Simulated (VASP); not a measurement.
Here is a VASP 6.6.1 calculation.

INCAR

```
ALGO = Normal
EDIFF = 1E-6
EDIFFG = -0.002
ENCUT = 600
GGA = PS
IBRION = 2
ISIF = 3
ISMEAR = 0
LASPH = T
LCHARG = F
LREAL = F
LWAVE = F
NELM = 60
NSW = 100
PREC = Accurate
PSTRESS = 100.0
SIGMA = 0.01
```

KPOINTS

```
k-points
0
Gamma
  6 6 6
```

POSCAR

```
PbF2
1.0
    0.0000000000      2.9493366667      2.9493366667
    2.9493366667      0.0000000000      2.9493366667
    2.9493366667      2.9493366667      0.0000000000
Pb F
1 2
Direct
    0.0000000000      0.0000000000      0.0000000000
    0.2500000000      0.2500000000      0.2500000000
    0.7500000000      0.7500000000      0.7500000000
```

Potentials or basis: VASP PAW PBE potentials, release 64 (Pb_d, F).

The run is started by

```console
$ cat potpaw_PBE.64/Pb_d/POTCAR potpaw_PBE.64/F/POTCAR > POTCAR
$ mpirun -np 1 vasp_std > vasp.out
```

(1) What does it give for the band gap on the k mesh?

(2) What does it give for the space group after relaxing (to 0.1 Å)?

Results:

(1) 4.28 eV (least direct gap 4.41 eV).

(2) Fm-3m (No. 225).

Caveat: the cell is relaxed towards a set pressure, so the run minimises the enthalpy, not the energy; spin-orbit coupling is left out, which moves the levels of the heavy elements.
